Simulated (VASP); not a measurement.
**AlP: single point with PBEsol**

AlP:

```
Al P
1.0
     0.00000    2.46669    2.46669
     2.46669    0.00000    2.46669
     2.46669    2.46669    0.00000
Al P
1 1
Direct
  0.00000 0.00000 0.00000
  0.75000 0.75000 0.75000
```

| Property | Result |
| --- | --- |
| Program | VASP 6.6.1 |
| Task | single point |
| Functional | PBEsol |
| Potentials or basis | VASP PAW PBE potentials, release 64 (Al, P) |
| Cutoff | 500 eV |
| k mesh | 8 × 8 × 8 |
| Occupations | gaussian, width 0.01 eV |
| Spin | no spin polarisation |
| Dipole correction | no |
| Further INCAR settings | ALGO = Normal; EDIFF = 1e-06; NBANDS = 11 |

* Pressure: 50.2 GPa
* Band gap on the k mesh: 0.66 eV, indirect (least direct gap 3.47 eV)

Levels at points of the mesh, in eV from the valence-band top:
```csv
k point,band 2,band 3,band 4,band 5,band 6,band 7
"(0.00, 0.00, 0.00)",0.00,0.00,0.00,4.89,4.89,4.89
"(0.50, 0.00, 0.00)",-7.18,-0.94,-0.94,3.86,4.69,4.69
"(0.50, 0.50, 0.00)",-6.56,-2.81,-2.81,0.66,2.10,13.10
```

Wall time 14 s on 1 thread of Intel(R) Xeon(R) Platinum 8375C CPU @ 2.90GHz (Ice Lake), with other jobs on the host, peak memory 0.15 GiB.

Caveat: the PAW data sets were made with another functional, which shifts forces and pressure a little. A k mesh can miss the band edges.
